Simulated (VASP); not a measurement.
# W2I: single point with PBE

W2I:

```xyz
3
Lattice="5.1537 0.0000 0.0000 -2.5768 4.4632 0.0000 0.0000 0.0000 3.2761" Properties=species:S:1:pos:R:3 pbc="T T T"
W     0.0000    2.9755    1.6381
W     2.5768    1.4877    1.6381
I     0.0000    0.0000    0.0000
```

* Program: VASP 6.6.1
* Task: single point
* Functional: PBE
* Potentials or basis: VASP PAW PBE potentials, release 64 (W_sv, I)
* Cutoff: 520 eV
* k mesh: 6 × 6 × 6
* Occupations: gaussian, width 0.1 eV
* Spin: no spin polarisation
* Dipole correction: no
* Further INCAR settings: ALGO = Normal; EDIFF = 1e-07; NBANDS = 24

The pressure is -20.9 GPa and the band gap on the k mesh is zero (an odd number of electrons rules out a gap without spin polarisation).

Stress tensor (GPa, compression positive):
```
-24.49   0.00   0.00
  0.00 -24.49   0.00
  0.00   0.00 -13.85
```

Levels at points of the mesh, in eV from the Fermi level:
```
           k point  band 13  band 14  band 15  band 16  band 17  band 18  band 19  band 20  band 21  band 22
(0.00, 0.00, 0.00)    -2.19    -1.94    -1.11    -1.11    -0.70     0.24     0.24     1.59     1.59     1.90
(0.50, 0.00, 0.00)    -1.96    -1.69    -1.58    -1.32    -0.01     0.11     0.82     0.90     1.27     1.52
(0.00, 0.00, 0.50)    -2.32    -2.32    -1.06    -1.06    -0.97    -0.36    -0.36     0.53     1.73     1.73
(0.50, 0.00, 0.50)    -2.88    -1.88    -1.59    -1.38     0.29     0.38     0.50     1.54     2.29     2.35
```

It took 35 s on 1 thread of AMD EPYC 7R13 Processor (Zen 3), with other jobs on the host, peak memory 0.18 GiB.

Caveat: the stress differs along the axes, from -24 to -14 GPa; spin-orbit coupling is left out, which moves the levels of the heavy elements.
